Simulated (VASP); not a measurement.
# Au: single point with PBE

Au:

```
CELL_PARAMETERS angstrom
3.49939 0.00000 0.00000
0.00000 3.49939 0.00000
0.00000 0.00000 2.95875
ATOMIC_POSITIONS crystal
Au 0.00000 0.00000 0.00000
Au 0.50000 0.50000 0.50000
```

This cell differs from its parent crystal: biaxial strain in the a-b plane: +6.0 %, then relaxed in part.

```
Program                : VASP 6.6.1
Task                   : single point
Functional             : PBE
Potentials or basis    : VASP PAW PBE potentials, release 64 (Au)
Cutoff                 : 500 eV
k mesh                 : 16 × 16 × 16
Occupations            : gaussian, width 0.1 eV
Spin                   : no spin polarisation
Dipole correction      : no
Further INCAR settings : ALGO = Normal; EDIFF = 1e-06; NBANDS = 18
```

* Pressure: -0.3 GPa
* Band gap on the k mesh: zero (band 11 reaches 11.94 eV, above the bottom of band 12 at 6.03 eV)

Stress tensor (GPa, compression positive):
```
-0.34  0.00  0.00
 0.00 -0.34  0.00
 0.00  0.00 -0.24
```

Levels at points of the mesh, in eV from the Fermi level:
```
           k point  band 8  band 9  band 10  band 11  band 12  band 13  band 14  band 15
(0.00, 0.00, 0.00)   -2.37   -1.84    -1.84    -1.55     4.75     4.75     8.18     9.73
(0.50, 0.00, 0.00)   -3.37   -3.02    -3.02    -2.48    -2.48    11.35    11.35    11.90
(0.50, 0.50, 0.00)   -2.97   -1.57    -1.57    -0.94    -0.94     2.37     2.37    14.10
(0.00, 0.00, 0.50)   -4.37   -3.45    -3.45    -0.44    -0.44    10.98    10.98    13.11
(0.50, 0.00, 0.50)   -1.92   -1.52    -1.52     0.03     0.03     3.84     3.84    11.67
(0.50, 0.50, 0.50)   -2.84   -2.35    -2.35     3.25     3.25     6.04     6.04     7.47
```

It took 90 s on 1 thread of AMD EPYC 9R45 96-Core Processor (Zen 5) (shared host), peak memory 0.28 GiB.

Caveat: the cell differs from its parent crystal (biaxial strain in the a-b plane: +6.0 %, then relaxed in part); spin-orbit coupling is left out, which moves the levels of the heavy elements.
